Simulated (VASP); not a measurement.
# CsPbBr3 (Pm-3m) in VASP: single point with PBE

Aim: the single point of CsPbBr3 with PBE.

All numbers are computed with VASP 6.6.1; they aren't measurements. Logs are shortened: lines on timing, memory, paths and dates and some standing lists are left out, and cuts for length are marked.

### 1 The cell of the first run

The structure is cubic, space group Pm-3m (No. 221). Conventional cell: a = 5.694 Å, b = 5.694 Å, c = 5.694 Å, α = 90.00°, β = 90.00°, γ = 90.00°. Cs (site symmetry m-3m) has 12 Br at 4.03 Å and 8 Pb at 4.93 Å within 5.3 Å. Pb (site symmetry m-3m) has 6 Br at 2.85 Å within 3.8 Å. Within 3.8 Å of Br (site symmetry 4/mmm) lie 2 Pb at 2.85 Å.

### 2 Single point, PBE (strain -0.030 along x and y, -0.030 along z)

Input file INCAR:

```
  PREC = Accurate
  ENCUT = 520
  EDIFF = 1E-6
  ISMEAR = 0
  SIGMA = 0.05
  LREAL = F
  LASPH = T
  NELM = 100
  ALGO = Normal
  ISIF = 2
  LWAVE = F
  LCHARG = F
  GGA = PE
  NBANDS = 30
```

Input file KPOINTS:

```
Automatic mesh
0
Gamma
  6 6 6
```

Input file POSCAR:

```
CsPbBr3
1.0
    5.6939000000      0.0000000000      0.0000000000
    0.0000000000      5.6939000000      0.0000000000
    0.0000000000      0.0000000000      5.6939000000
Cs Pb Br
1 1 3
Direct
    0.0000000000      0.0000000000      0.0000000000
    0.5000000000      0.5000000000      0.5000000000
    0.0000000000      0.5000000000      0.5000000000
    0.5000000000      0.0000000000      0.5000000000
    0.5000000000      0.5000000000      0.0000000000
```

Potentials or basis: VASP PAW PBE potentials, release 64 (Cs_sv, Pb_d, Br).

Started as:

```bash
cat potpaw_PBE.64/Cs_sv/POTCAR potpaw_PBE.64/Pb_d/POTCAR potpaw_PBE.64/Br/POTCAR > POTCAR
mpirun -np 1 vasp_std > vasp.out
```

OUTCAR:

```text
PREC = Accurate
   ENCUT = 520
   EDIFF = 1E-6
   ISMEAR = 0
   LREAL = F
   LASPH = T
   NELM = 100
   ISIF = 2
   GGA = PE

 ion  position               nearest neighbor table
   1  0.000  0.000  0.000-
   2  0.500  0.500  0.500-   3 2.85   4 2.85   5 2.85   5 2.85   4 2.85   3 2.85
   3  0.000  0.500  0.500-   2 2.85   2 2.85
   4  0.500  0.000  0.500-   2 2.85   2 2.85
   5  0.500  0.500  0.000-   2 2.85   2 2.85

  LATTYP: Found a simple cubic cell.
 ALAT       =     5.6939000000

  Lattice vectors:

 A1 = (   5.6939000000,   0.0000000000,   0.0000000000)
 A2 = (   0.0000000000,   5.6939000000,   0.0000000000)
 A3 = (   0.0000000000,   0.0000000000,   5.6939000000)

Analysis of symmetry for initial positions (statically):
=====================================================================
 Subroutine PRICEL returns:
 Original cell was already a primitive cell.

 Routine SETGRP: Setting up the symmetry group for a
 simple cubic supercell.

 Subroutine GETGRP returns: Found 48 space group operations
 (whereof 48 operations were pure point group operations)
 out of a pool of 48 trial point group operations.

The static configuration has the point symmetry O_h .

Analysis of symmetry for dynamics (positions and initial velocities):
=====================================================================
 Subroutine PRICEL returns:
 Original cell was already a primitive cell.

 Routine SETGRP: Setting up the symmetry group for a
 simple cubic supercell.

 Subroutine GETGRP returns: Found 48 space group operations
 (whereof 48 operations were pure point group operations)
 out of a pool of 48 trial point group operations.

The dynamic configuration has the point symmetry O_h .

 Subroutine INISYM returns: Found 48 space group operations
 (whereof 48 operations are pure point group operations),
 and found     1 'primitive' translations

----------------------------------------------------------------------------------------

                                     Primitive cell

  volume of cell :     184.5991

  direct lattice vectors                    reciprocal lattice vectors
[... 83 lines left out ...]
   LNONCOLLINEAR =      F non collinear calculations
   LSORBIT =      F    spin-orbit coupling
   LASPH  =      T    aspherical Exc in radial PAW
   ENCUT  =  520.0 eV  38.22 Ry    6.18 a.u.  10.59 10.59 10.59*2*pi/ulx,y,z
   NELM   =    100;   NELMIN=  2; NELMDL= -5     # of ELM steps
   EDIFF  = 0.1E-05   stopping-criterion for ELM
   LREAL  =      F    real-space projection
   EDIFFG = 0.1E-04   stopping-criterion for IOM
   NSW    =      0    number of steps for IOM
   IBRION =     -1    ionic relax: 0-MD 1-quasi-New 2-CG
   NFREE  =      0    steps in history (QN), initial steepest desc. (CG)
   ISIF   =      2    stress and relaxation
   ISYM   =      2    0-nonsym 1-usesym 2-fastsym
   POTIM  = 0.5000    time-step for ionic-motion
   TEBEG  =    0.0;   TEEND  =   0.0 temperature during run
   PSTRESS=    0.0 pullay stress
   NELECT =      44.0000    total number of electrons
   NUPDOWN=      -1.0000    fix difference up-down
   EMIN   =  10.00;   EMAX   =-10.00  energy-range for DOS
   EFERMI =   0.00;   METHOD = LEGACY
   ISMEAR =     0;   SIGMA  =   0.05  broadening in eV -4-tet -1-fermi 0-gaus
   EFERMI_NEDOS =   21; number of points for ismear=-14 and -15
   IALGO  =     38    algorithm
   IMIX   =      4    mixing-type and parameters
     AMIX     =   0.40;   BMIX     =  1.00
     AMIX_MAG =   1.60;   BMIX_MAG =  1.00
  volume/ion in A,a.u.               =      36.92       249.15
  Fermi-wavevector in a.u.,A,eV,Ry     =   1.015039  1.918145 14.018128  1.030303
  Thomas-Fermi vector in A             =   2.148301
   LORBIT       =      0    0 simple, 1 ext, 2 COOP (PROOUT), +10 PAW based schemes
   GGA     = PE    functional components
   LHFCALC =     F    Hartree Fock is set to
   AEXX    =    0.0000 exact exchange contribution
   IVDW    =     0    specifies the selected vdW correction
   LEPSILON=     F    determine dielectric tensor
   LRPA    =     F    only Hartree local field effects (RPA)
 non-spin polarized calculation
 Gauss-broadening in eV      SIGMA  =   0.05
  energy-cutoff  :      520.00
  volume of cell :      184.60
 maximum number of plane-waves:      4989
   NGX = 21   NGY = 21   NGZ = 21

 number of electron      44.0000002 magnetization

 Free energy of the ion-electron system (eV)
  ---------------------------------------------------
  ext. energy  EPLUGINS =         0.00000000
  ---------------------------------------------------
  free energy    TOTEN  =       -15.53150441 eV

  energy without entropy =      -15.53150441  energy(sigma->0) =      -15.53150441

 E-fermi :   2.7591     XC(G=0):  -8.0311

 val. band max:        2.4916262172   @ k =   0.5000   0.5000   0.5000
 cond. band min:       3.5948229694   @ k =   0.5000   0.5000   0.5000
 fundamental gap:      1.1031967522
 Fermi energy:         2.7590806450

 k-point     1 :       0.0000    0.0000    0.0000
  band No.  band energies     occupation
      1     -19.5005      2.00000
      2     -14.8910      2.00000
      3     -14.8910      2.00000
      4     -14.6149      2.00000
      5     -14.6149      2.00000
      6     -14.6149      2.00000
[... 649 lines left out ...]
     29       7.1246      0.00000
     30       8.3985      0.00000

------------------------ aborting loop because EDIFF is reached ----------------------------------------

  FORCE on cell =-STRESS in cart. coord.  units (eV):
  Direction    XX          YY          ZZ          XY          YZ          ZX
  --------------------------------------------------------------------------------------
  -------------------------------------------------------------------------------------
  Total        4.9081162      4.9081162      4.9081162      0.0000000     -0.0000000      0.0000000
  in kB       42.5986578     42.5986578     42.5986578      0.0000000     -0.0000000      0.0000000
  external PRESSURE =      42.5986578 kB  Pullay stress =       0.0000000 kB

 VOLUME and BASIS-vectors are now :
 -----------------------------------------------------------------------------
  energy-cutoff  :      520.00
  volume of cell :      184.60
      direct lattice vectors                 reciprocal lattice vectors
     5.693900000  0.000000000  0.000000000     0.175626548  0.000000000  0.000000000
     0.000000000  5.693900000  0.000000000     0.000000000  0.175626548  0.000000000
     0.000000000  0.000000000  5.693900000     0.000000000  0.000000000  0.175626548

 POSITION                                       TOTAL-FORCE (eV/Angst)
 -----------------------------------------------------------------------------------
      0.00000      0.00000      0.00000         0.000000      0.000000      0.000000
      2.84695      2.84695      2.84695         0.000000      0.000000      0.000000
      0.00000      2.84695      2.84695         0.000000      0.000000      0.000000
      2.84695      0.00000      2.84695         0.000000      0.000000      0.000000
      2.84695      2.84695      0.00000         0.000000      0.000000      0.000000
 -----------------------------------------------------------------------------------
    total drift:                                0.000000     -0.000000     -0.000000

  FREE ENERGIE OF THE ION-ELECTRON SYSTEM (eV)
  ---------------------------------------------------
  free  energy   TOTEN  =       -15.5315044114 eV

  energy  without entropy=      -15.5315044114  energy(sigma->0) =      -15.53150441
```

stdout:

```text
POSCAR found type information on POSCAR CsPbBr
 POSCAR found :  3 types and       5 ions
 scaLAPACK will be used
 LDA part: xc-table for (Slater+PW92), standard interpolation
 POSCAR, INCAR and KPOINTS ok, starting setup
 FFT: planning ... GRIDC
 FFT: planning ... GRID_SOFT
 FFT: planning ... GRID
 WAVECAR not read
 entering main loop
```

Run time: 59 s. Hardware: 1 thread of Intel Xeon 6975P-C (Granite Rapids), shared host; peak memory 0.32 GiB.

Results:

| Property | Result |
| --- | --- |
| Free energy | -15.5315 eV |
| Pressure | 4.3 GPa |
| Band gap on the k mesh | 1.10 eV |

Levels at points of the mesh, in eV from the valence-band top:
```
           k point  band 20  band 21  band 22  band 23  band 24  band 25
(0.00, 0.00, 0.00)    -2.74    -2.74    -2.74     2.49     3.39     3.39
(0.50, 0.00, 0.00)    -2.89    -2.89    -1.80     2.33     4.01     4.57
(0.50, 0.50, 0.00)    -2.90    -2.34    -0.88     1.76     1.76     4.66
(0.50, 0.50, 0.50)    -2.33    -2.33     0.00     1.10     1.10     1.10
```

Caveat: the cell differs from its parent crystal (strain -0.030 along x and y, -0.030 along z); the cell stands under pressure; spin-orbit coupling is left out, which moves the levels of the heavy elements.
